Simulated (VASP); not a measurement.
Pb: single point with PBEsol

The system is Pb.

```
Pb
1.0
     3.45625    0.00000    0.00000
    -1.72812    2.99320    0.00000
     0.00000    0.00000    5.76017
Pb
2
Direct
  0.33333 0.66667 0.25000
  0.66667 0.33333 0.75000
```

This isn't the form of Pb at room conditions, which is fcc.

```yaml
Program: VASP 6.6.1
Task: single point
Functional: PBEsol
Potentials_or_basis: VASP PAW PBE potentials, release 64 (Pb_d)
Cutoff: 500 eV
k_mesh: 21 × 21 × 12
Occupations: fermi-dirac, width 0.05 eV
Spin: no spin polarisation
Dipole_correction: no
Further_INCAR_settings: ALGO = Normal; EDIFF = 1e-06; NBANDS = 21
```

- Pressure: 0.1 GPa
- Band gap on the k mesh: zero (bands 14 and 15 overlap by 8.11 eV)

Stress tensor (GPa, compression positive):
```
0.10 0.00 0.00
0.00 0.10 0.00
0.00 0.00 0.18
```

Levels at points of the mesh, in eV from the Fermi level:
```csv
k point,band 11,band 12,band 13,band 14,band 15,band 16,band 17,band 18
"(0.00, 0.00, 0.00)",-11.82,-8.27,-4.28,5.96,5.96,7.36,7.71,7.71
"(0.00, 0.00, 0.50)",-10.64,-10.64,0.60,0.60,6.79,6.79,6.79,6.79
```

Run time: 5.4 min on 1 thread of Oxide Virtual Turin-like Processor, with other jobs on the host, peak memory 0.38 GiB.

Caveat: the PAW data sets were made with another functional, which shifts forces and pressure a little; spin-orbit coupling is left out, which moves the levels of the heavy elements.
